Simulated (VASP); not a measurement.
A run of VASP 6.6.1 is set up as follows.

The input INCAR:

```
SYSTEM = BAs
PREC = Accurate
ENCUT = 600
EDIFF = 1E-6
ISMEAR = 0
SIGMA = 0.05
LREAL = .False.
LASPH = .True.
NELM = 120
ALGO = Normal
ISIF = 2
LWAVE = .False.
LCHARG = .False.
GGA = CA
NBANDS = 16
GGA_COMPAT = .False.
```

File KPOINTS:

```
Automatic mesh
0
Gamma
  10 10 10
  0 0 0
```

Contents of POSCAR:

```
BAs
1.0
    0.0000000000      2.1974200000      2.5795800000
    2.1974200000      0.0000000000      2.5795800000
    2.1974200000      2.1974200000      0.0000000000
B As
1 1
Direct
    0.0000000000      0.0000000000      0.0000000000
    0.7500000000      0.7500000000      0.7500000000
```

Potentials or basis: VASP PAW LDA potentials, release 64 (B, As_d).

The run is started by

```sh
$ cat potpaw_LDA.64/B/POTCAR potpaw_LDA.64/As_d/POTCAR > POTCAR
$ mpirun -np 1 vasp_std > vasp.out
```

Problem. Predict the pressure.

Solution. 10.2 GPa.

Problem. Estimate the band gap on the k mesh.

Solution. Zero (band 9 reaches 6.40 eV, above the bottom of band 10 at 6.18 eV).

Stress tensor (GPa, compression positive):
```
 25.00   0.00   0.00
  0.00  25.00   0.00
  0.00   0.00 -19.28
```

Caveat: the cell differs from its parent crystal (strain -0.080 along x and y, +0.080 along z).
